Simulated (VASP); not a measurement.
Crystal: ZnS.

```xyz
2
Lattice="0.0000 2.6468 2.6468 2.6468 0.0000 2.6468 2.6468 2.6468 0.0000" Properties=species:S:1:pos:R:3 pbc="T T T"
Zn    3.9703    3.9703    3.9703
S     0.0000    0.0000    0.0000
```

This cell differs from its parent crystal: volume scaled by 0.94.

Base run:

| Property | Result |
| --- | --- |
| Program | VASP 6.6.1 |
| Functional | PBEsol |
| Potentials or basis | VASP PAW PBE potentials, release 64 (Zn, S) |
| Cutoff | 520 eV |
| k mesh | 9 × 9 × 9 |
| Occupations | fermi-dirac, width 0.05 eV |
| Spin | no spin polarisation |

Its results: band gap on the k mesh 2.25 eV, direct; pressure 3.2 GPa.

The run is repeated on the same cell with these changes: functional from PBEsol to r2SCAN50; k mesh from 9 × 9 × 9 to 5 × 5 × 5. What comes out?

Band gap on the k mesh 6.44 eV, direct; pressure 5.0 GPa.

Several settings changed at once, so the effect can't be laid on one alone.

Caveats: the PAW data sets were made with another functional, which shifts forces and pressure a little.

